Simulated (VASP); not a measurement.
Crystal: HgPt2.

```
Hg Pt
1.0
     1.76375    1.01830    5.32697
    -1.76375    1.01830    5.32697
     0.00000   -2.03660    5.32697
Hg Pt
1 2
Direct
  0.00000 0.00000 0.00000
  0.75000 0.75000 0.75000
  0.25000 0.25000 0.25000
```

- Program: VASP 6.6.1
- Task: relaxation of cell and atoms
- Functional: PBE
- Potentials or basis: VASP PAW PBE potentials, release 64 (Hg, Pt)
- Cutoff: 600 eV
- k mesh: 6 × 6 × 6
- Occupations: gaussian, width 0.1 eV
- Spin: no spin polarisation

At the start: pressure 39.4 GPa; volume 19.13 Å³/atom.

Task: How do energy, volume and symmetry change on relaxing?

Result: Over 38 steps the energy falls by 1517.9 meV/atom and the volume is 17.23 Å³/atom (-9.9 %); space group R-3m (No. 166, to 0.05 Å).

The path:
```csv
step,energy change (eV),largest force (eV/Å),pressure (GPa),volume (Å³)
1,0.0000,6.9896,39.42,57.40
2,0.6152,0.3680,-13.78,105.96
3,-2.0090,1.4130,-9.25,73.21
4,-2.0611,1.7060,-7.15,71.29
5,-2.0751,2.0412,-4.64,69.45
6,-2.6295,2.3608,-4.02,65.27
7,-3.2690,0.0941,21.41,53.57
8,-3.3088,2.1939,3.24,58.86
9,-3.4340,1.6228,8.43,56.67
10,-3.4386,1.2651,11.24,55.82
11,-3.5899,0.0529,8.81,56.95
12,-3.5955,0.3779,8.61,57.24
13,-3.6804,0.0598,1.12,59.88
14,-3.6823,0.1279,-0.08,60.39
15,-3.6823,0.1199,0.06,60.33
16,-3.6841,0.0930,0.02,60.34
17,-3.6890,0.0090,-0.09,60.36
18,-3.6947,0.1867,-0.22,60.40
19,-3.6953,0.2844,-0.26,60.42
20,-3.6975,0.2877,-0.31,60.37
21,-3.7052,0.2975,-0.42,60.22
22,-3.7220,0.3297,-0.60,59.90
23,-3.7590,0.4128,-0.84,59.12
24,-3.9071,0.5498,-1.40,57.10
25,-4.4825,0.9922,2.78,51.45
26,16.1939,0.0650,366.70,35.94
27,-4.5080,0.7585,3.09,51.19
28,-4.5108,0.7018,4.92,50.59
29,-1.9801,0.2945,68.34,43.68
30,-4.5095,0.6271,5.82,50.31
31,-4.5008,0.6026,6.89,50.01
32,-4.5361,0.1677,-3.53,52.85
33,-4.5459,0.2884,-0.50,51.91
34,-4.5499,0.1974,-0.30,51.81
35,-4.5532,0.0508,0.44,51.52
36,-4.5535,0.0023,0.26,51.58
37,-4.5537,0.0125,-0.18,51.72
38,-4.5537,0.0103,-0.14,51.70
```

Final structure:
```xyz
3
Lattice="1.4498 0.8371 7.1003 -1.4498 0.8371 7.1003 0.0000 -1.6741 7.1003" Properties=species:S:1:pos:R:3 pbc="T T T"
Hg    0.0000    0.0000    0.0000
Pt    0.0000    0.0000   16.5903
Pt    0.0000    0.0000    4.7107
```
